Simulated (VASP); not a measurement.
# Tl (Im-3m) in VASP: notebook

Tl is run at these levels: PBE; tasks: single point.

Everything below comes from runs of VASP 6.6.1. Logs are shortened: lines on timing, memory, paths and dates and some standing lists are left out, and cuts for length are marked.

## 1. The cell of the first run

Symmetry: Im-3m, No. 229, cubic system. The conventional cell has a = 4.004 Å, b = 4.004 Å, c = 4.004 Å, α = 90.00°, β = 90.00°, γ = 90.00°. Within 4.6 Å of Tl (site symmetry m-3m) lie 14 Tl at 3.47 to 4.00 Å.

This isn't the form of Tl at room conditions, which is hcp.

## 2. Single point, PBE

INCAR reads:

```
PREC = Accurate ; ENCUT = 520
EDIFF = 1E-7 ; ISMEAR = -1
SIGMA = 0.06122561905347299 ; LREAL = F
LASPH = T ; NELM = 80
ALGO = Normal ; ISIF = 2
LWAVE = F ; LCHARG = F
GGA = PE ; NBANDS = 12
```

KPOINTS reads:

```
Automatic mesh
0
Gamma
  13 13 13
```

POSCAR reads:

```
Tl
1.0
   -2.0019478107      2.0019478107      2.0019478107
    2.0019478107     -2.0019478107      2.0019478107
    2.0019478107      2.0019478107     -2.0019478107
Tl
1
Direct
    0.0000000000      0.0000000000      0.0000000000
```

Potentials or basis: VASP PAW PBE potentials, release 64 (Tl_d).

Run with:

```
$ cat potpaw_PBE.64/Tl_d/POTCAR > POTCAR
$ mpirun -np 1 vasp_std > vasp.out
```

OUTCAR:

```text
PREC = Accurate
   ENCUT = 520
   EDIFF = 1E-7
   ISMEAR = -1
   LREAL = F
   LASPH = T
   NELM = 80
   ISIF = 2
   GGA = PE

 ion  position               nearest neighbor table
   1  0.000  0.000  0.000-

  LATTYP: Found a body centered cubic cell.
 ALAT       =     4.0038956214

  Lattice vectors:

 A1 = (  -2.0019478107,   2.0019478107,   2.0019478107)
 A2 = (   2.0019478107,  -2.0019478107,   2.0019478107)
 A3 = (   2.0019478107,   2.0019478107,  -2.0019478107)

Analysis of symmetry for initial positions (statically):
=====================================================================
 Subroutine PRICEL returns:
 Original cell was already a primitive cell.

 Routine SETGRP: Setting up the symmetry group for a
 body centered cubic supercell.

 Subroutine GETGRP returns: Found 48 space group operations
 (whereof 48 operations were pure point group operations)
 out of a pool of 48 trial point group operations.

The static configuration has the point symmetry O_h .

Analysis of symmetry for dynamics (positions and initial velocities):
=====================================================================
 Subroutine PRICEL returns:
 Original cell was already a primitive cell.

 Routine SETGRP: Setting up the symmetry group for a
 body centered cubic supercell.

 Subroutine GETGRP returns: Found 48 space group operations
 (whereof 48 operations were pure point group operations)
 out of a pool of 48 trial point group operations.

The dynamic configuration has the point symmetry O_h .

 Subroutine INISYM returns: Found 48 space group operations
 (whereof 48 operations are pure point group operations),
 and found     1 'primitive' translations

----------------------------------------------------------------------------------------

                                     Primitive cell

  volume of cell :      32.0936

  direct lattice vectors                    reciprocal lattice vectors
    -2.001947811  2.001947811  2.001947811     0.000000000  0.249756761  0.249756761
     2.001947811 -2.001947811  2.001947811     0.249756761  0.000000000  0.249756761
     2.001947811  2.001947811 -2.001947811     0.249756761  0.249756761  0.000000000

  length of vectors
     3.467475322  3.467475322  3.467475322     0.353209398  0.353209398  0.353209398

  position of ions in fractional coordinates (direct lattice)
     0.000000000  0.000000000  0.000000000

  ion indices of the primitive-cell ions
   primitive index   ion index
                 1           1

----------------------------------------------------------------------------------------

 KPOINTS: Automatic mesh

Automatic generation of k-mesh.
 Grid dimensions read from file:
 generate k-points for:   13   13   13

 Generating k-lattice:

  Cartesian coordinates                     Fractional coordinates (reciprocal lattice)
     0.000000000  0.019212059  0.019212059     0.076923077  0.000000000  0.000000000
     0.019212059  0.000000000  0.019212059     0.000000000  0.076923077  0.000000000
     0.019212059  0.019212059  0.000000000     0.000000000  0.000000000  0.076923077

  Length of vectors
     0.027169954  0.027169954  0.027169954

  Shift w.r.t. Gamma in fractional coordinates (k-lattice)
     0.000000000  0.000000000  0.000000000

 Subroutine IBZKPT returns following result:
 ===========================================

 Found     84 irreducible k-points:

 Following reciprocal coordinates:
            Coordinates               Weight
  0.000000  0.000000  0.000000      1.000000
  0.076923  0.000000  0.000000     12.000000
  0.153846  0.000000  0.000000     12.000000
  0.230769  0.000000  0.000000     12.000000
  0.307692  0.000000  0.000000     12.000000
  0.384615  0.000000  0.000000     12.000000
[... 16 lines left out ...]
  0.153846  0.076923  0.076923     24.000000
  0.230769  0.076923  0.076923     24.000000
 [... further k-points ...]
   k-points           NKPTS =     84   k-points in BZ     NKDIM =     84   number of bands    NBANDS=     12
   number of dos      NEDOS =    301   number of ions     NIONS =      1
   total plane-waves  NPLWV =  21952
   dimension x,y,z NGX =    28 NGY =   28 NGZ =   28
   dimension x,y,z NGXF=    56 NGYF=   56 NGZF=   56
   ions per type =               1
   NGX,Y,Z   is equivalent  to a cutoff of  13.42, 13.42, 13.42 a.u.
   NGXF,Y,Z  is equivalent  to a cutoff of  26.85, 26.85, 26.85 a.u.
 SYSTEM =  unknown system
   PREC   = accura    normal or accurate (medium, high low for compatibility)
   ISTART =      0    job   : 0-new  1-cont  2-samecut
   ICHARG =      2    charge: 1-file 2-atom 10-const
   ISPIN  =      1    spin polarized calculation?
   LNONCOLLINEAR =      F non collinear calculations
   LSORBIT =      F    spin-orbit coupling
   LASPH  =      T    aspherical Exc in radial PAW
   ENCUT  =  520.0 eV  38.22 Ry    6.18 a.u.   6.45  6.45  6.45*2*pi/ulx,y,z
   NELM   =     80;   NELMIN=  2; NELMDL= -5     # of ELM steps
   EDIFF  = 0.1E-06   stopping-criterion for ELM
   LREAL  =      F    real-space projection
   EDIFFG = 0.1E-05   stopping-criterion for IOM
   NSW    =      0    number of steps for IOM
   IBRION =     -1    ionic relax: 0-MD 1-quasi-New 2-CG
   NFREE  =      0    steps in history (QN), initial steepest desc. (CG)
   ISIF   =      2    stress and relaxation
   ISYM   =      2    0-nonsym 1-usesym 2-fastsym
   POTIM  = 0.5000    time-step for ionic-motion
   TEBEG  =    0.0;   TEEND  =   0.0 temperature during run
   PSTRESS=    0.0 pullay stress
   NELECT =      13.0000    total number of electrons
   NUPDOWN=      -1.0000    fix difference up-down
   EMIN   =  10.00;   EMAX   =-10.00  energy-range for DOS
   EFERMI =   0.00;   METHOD = LEGACY
   ISMEAR =    -1;   SIGMA  =   0.06  broadening in eV -4-tet -1-fermi 0-gaus
   EFERMI_NEDOS =   21; number of points for ismear=-14 and -15
   IALGO  =     38    algorithm
   IMIX   =      4    mixing-type and parameters
     AMIX     =   0.40;   BMIX     =  1.00
     AMIX_MAG =   1.60;   BMIX_MAG =  1.00
  volume/ion in A,a.u.               =      32.09       216.58
  Fermi-wavevector in a.u.,A,eV,Ry     =   1.211295  2.289015 19.962947  1.467235
  Thomas-Fermi vector in A             =   2.346815
   LORBIT       =      0    0 simple, 1 ext, 2 COOP (PROOUT), +10 PAW based schemes
   GGA     = PE    functional components
   LHFCALC =     F    Hartree Fock is set to
   AEXX    =    0.0000 exact exchange contribution
   IVDW    =     0    specifies the selected vdW correction
   LEPSILON=     F    determine dielectric tensor
   LRPA    =     F    only Hartree local field effects (RPA)
 non-spin polarized calculation
  energy-cutoff  :      520.00
  volume of cell :       32.09
 maximum number of plane-waves:       901
 NGX is ok and might be reduce to    28
   NGX = 13   NGY = 13   NGZ = 13

 number of electron      12.9999997 magnetization

 Free energy of the ion-electron system (eV)
  ---------------------------------------------------
  ext. energy  EPLUGINS =         0.00000000
  ---------------------------------------------------
  free energy    TOTEN  =        -2.22186863 eV

  energy without entropy =       -2.21371514  energy(sigma->0) =       -2.21779189

 E-fermi :   5.4389     XC(G=0):  -9.6277

 val. band max:        5.4378481484   @ k =  -0.3846  -0.3846   0.1538
 cond. band min:       5.4445225567   @ k =  -0.3846  -0.4615   0.2308
 fundamental gap:      0.0066744083
 Fermi energy:         5.4389046859

 k-point     1 :       0.0000    0.0000    0.0000
  band No.  band energies     occupation
      1      -6.1017      2.00000
      2      -6.1017      2.00000
      3      -6.1017      2.00000
      4      -5.7761      2.00000
      5      -5.7761      2.00000
      6      -3.8729      2.00000
      7      15.0917      0.00000
      8      15.0917      0.00000
      9      15.0917      0.00000
     10      17.4858      0.00000
     11      17.4858      0.00000
     12      17.4858      0.00000

 k-point     2 :       0.0769    0.0000    0.0000
  band No.  band energies     occupation
      1      -6.1095      2.00000
      2      -6.0952      2.00000
      3      -6.0730      2.00000
      4      -5.7845      2.00000
      5      -5.7763      2.00000
      6      -3.7525      2.00000
      7      13.8279      0.00000
      8      14.6672      0.00000
      9      14.8772      0.00000
     10      16.8894      0.00000
     11      17.3086      0.00000
     12      17.4078      0.00000

 k-point     3 :       0.1538    0.0000    0.0000
  band No.  band energies     occupation
      1      -6.1309      2.00000
      2      -6.0845      2.00000
      3      -5.9919      2.00000
      4      -5.8046      2.00000
      5      -5.7768      2.00000
      6      -3.3866      2.00000
      7      11.5082      0.00000
      8      13.7299      0.00000
      9      14.2893      0.00000
     10      16.1180      0.00000
     11      16.9403      0.00000
     12      17.5551      0.00000
[... 286 lines left out ...]
 k-point    23 :       0.1538    0.0769    0.0769
  band No.  band energies     occupation
      1      -6.1487      2.00000
      2      -6.1092      2.00000
      3      -5.8541      2.00000
      4      -5.8070      2.00000
      5      -5.7857      2.00000
      6      -2.5201      2.00000
      7       8.8356      0.00000
      8      11.4257      0.00000
      9      12.1135      0.00000
     10      17.5257      0.00000
     11      18.0575      0.00000
     12      18.4527      0.00000

 k-point    24 :       0.2308    0.0769    0.0769
  band No.  band energies     occupation
      1      -6.1780      2.00000
      2      -6.1113      2.00000
      3      -5.8145      2.00000
      4      -5.7807      2.00000
      5      -5.7590      2.00000
      6      -1.6733      2.00000
      7       6.8761      0.00000
      8      10.3628      0.00000
      9      11.4850      0.00000
     10      17.1582      0.00000
     11      17.9605      0.00000
     12      19.2448      0.00000

 [... further k-points ...]
[... 5 lines left out ...]
  --------------------------------------------------------------------------------------
  -------------------------------------------------------------------------------------
  Total       -0.1121835     -0.1121835     -0.1121835     -0.0000000     -0.0000000     -0.0000000
  in kB       -5.6004285     -5.6004285     -5.6004285     -0.0000000     -0.0000000     -0.0000000
  external PRESSURE =      -5.6004285 kB  Pullay stress =       0.0000000 kB

 VOLUME and BASIS-vectors are now :
 -----------------------------------------------------------------------------
  energy-cutoff  :      520.00
  volume of cell :       32.09
      direct lattice vectors                 reciprocal lattice vectors
    -2.001947811  2.001947811  2.001947811     0.000000000  0.249756761  0.249756761
     2.001947811 -2.001947811  2.001947811     0.249756761  0.000000000  0.249756761
     2.001947811  2.001947811 -2.001947811     0.249756761  0.249756761  0.000000000

 POSITION                                       TOTAL-FORCE (eV/Angst)
 -----------------------------------------------------------------------------------
      0.00000      0.00000      0.00000         0.000000     -0.000000     -0.000000
 -----------------------------------------------------------------------------------
    total drift:                                0.000000      0.000000      0.000000

  FREE ENERGIE OF THE ION-ELECTRON SYSTEM (eV)
  ---------------------------------------------------
  free  energy   TOTEN  =        -2.2218686347 eV

  energy  without entropy=       -2.2137151365  energy(sigma->0) =       -2.21779189
```

Run time: 21 s. Hardware: 1 thread of AMD EPYC 7R13 (Zen 3), shared host; peak memory 0.14 GiB.

What came out:

- Free energy: -2.2219 eV
- Pressure: -0.6 GPa
- Band gap on the k mesh: zero (an odd number of electrons rules out a gap without spin polarisation)

Levels at points of the mesh, in eV from the Fermi level:
| k point | band 4 | band 5 | band 6 | band 7 | band 8 | band 9 |
| --- | --- | --- | --- | --- | --- | --- |
| (0.00, 0.00, 0.00) | -11.22 | -11.22 | -9.31 | 9.65 | 9.65 | 9.65 |

Caveat: spin-orbit coupling is left out, which moves the levels of the heavy elements.

## 3. Single point, PBE

INCAR reads:

```
SYSTEM = Tl
  PREC = Accurate
  ENCUT = 520
  EDIFF = 1E-6
  ISMEAR = -1
  SIGMA = 0.06122561905347299
  LREAL = .FALSE.
  LASPH = .TRUE.
  NELM = 100
  ALGO = Normal
  ISIF = 2
  LWAVE = .FALSE.
  LCHARG = .TRUE.
  GGA = PE
  LELF = .TRUE.
  LVHAR = .TRUE.
  NBANDS = 12
```

KPOINTS reads:

```
regular mesh
0
G
  13 13 13
  0 0 0
```

POSCAR is that of step 2.

Potentials or basis: VASP PAW PBE potentials, release 64 (Tl_d).

Run with:

```
$ cat potpaw_PBE.64/Tl_d/POTCAR > POTCAR
$ mpirun -np 1 vasp_std > vasp.out
```

It took 20 s on 1 thread of AMD EPYC 7R13 (Zen 3), shared host; peak memory 0.14 GiB.

Results (log left out):

```
Free energy            : -2.2219 eV
Pressure               : -0.6 GPa
Band gap on the k mesh : zero (an odd number of electrons rules out a gap without spin polarisation)
```

Levels at points of the mesh, in eV from the Fermi level:
```csv
k point,band 2,band 3,band 4,band 5,band 6,band 7,band 8,band 9,band 10,band 11
"(0.00, 0.00, 0.00)",-11.54,-11.54,-11.22,-11.22,-9.31,9.65,9.65,9.65,12.05,12.05
```

Caveat: spin-orbit coupling is left out, which moves the levels of the heavy elements.

## 4. Single point, PBE

This run uses another cell than the first one, of 32.72 Å³/atom.

INCAR reads:

```
PREC = Accurate
ENCUT = 520
EDIFF = 1E-6
ISMEAR = -1
SIGMA = 0.06122561905347299
LREAL = False
LASPH = True
NELM = 100
ALGO = Normal
ISIF = 2
LWAVE = False
LCHARG = True
GGA = PE
LELF = True
LVHAR = True
NBANDS = 12
```

KPOINTS reads:

```
regular mesh
0
Gamma
  13 13 13
```

POSCAR reads:

```
Tl
1.0
   -2.0149478361      2.0149478361      2.0149478361
    2.0149478361     -2.0149478361      2.0149478361
    2.0149478361      2.0149478361     -2.0149478361
Tl
1
Direct
    0.0000000000      0.0000000000      0.0000000000
```

Run with:

```
$ cat potpaw_PBE.64/Tl_d/POTCAR > POTCAR
$ mpirun -np 1 vasp_std > vasp.out
```

Run time: 22 s. Hardware: 1 thread of AMD EPYC 7R13 (Zen 3), shared host; peak memory 0.14 GiB.

It converged, with:

| Item | Value |
| --- | --- |
| Free energy | -2.2191 eV |
| Pressure | -1.0 GPa |
| Band gap on the k mesh | zero (an odd number of electrons rules out a gap without spin polarisation) |

Levels at points of the mesh, in eV from the Fermi level:
```
           k point  band 2  band 3  band 4  band 5  band 6  band 7  band 8  band 9  band 10  band 11
(0.00, 0.00, 0.00)  -11.53  -11.53  -11.22  -11.22   -9.20    9.46    9.46    9.46    11.99    11.99
```

Caveat: spin-orbit coupling is left out, which moves the levels of the heavy elements.

## 5. Single point, PBE

This run uses another cell than the first one, of 32.72 Å³/atom.

INCAR reads:

```
SYSTEM = Tl
  PREC = Accurate
  ENCUT = 520
  EDIFF = 1E-6
  ISMEAR = -1
  SIGMA = 0.06122561905347299
  LREAL = .False.
  LASPH = .True.
  NELM = 100
  ALGO = Normal
  ISIF = 2
  LWAVE = .False.
  LCHARG = .False.
  GGA = PE
  NBANDS = 12
```

KPOINTS reads:

```
regular mesh
0
Gamma
  13 13 13
  0 0 0
```

POSCAR is that of step 4.

Run with:

```
$ cat potpaw_PBE.64/Tl_d/POTCAR > POTCAR
$ mpirun -np 1 vasp_std > vasp.out
```

Run time: 21 s. Hardware: 1 thread of AMD EPYC 7R13 (Zen 3), shared host; peak memory 0.14 GiB.

It converged, with:

- Free energy: -2.2191 eV
- Pressure: -1.0 GPa
- Band gap on the k mesh: zero (an odd number of electrons rules out a gap without spin polarisation)

Levels at points of the mesh, in eV from the Fermi level:
```
           k point  band 4  band 5  band 6  band 7  band 8  band 9
(0.00, 0.00, 0.00)  -11.22  -11.22   -9.20    9.46    9.46    9.46
```

Caveat: spin-orbit coupling is left out, which moves the levels of the heavy elements.
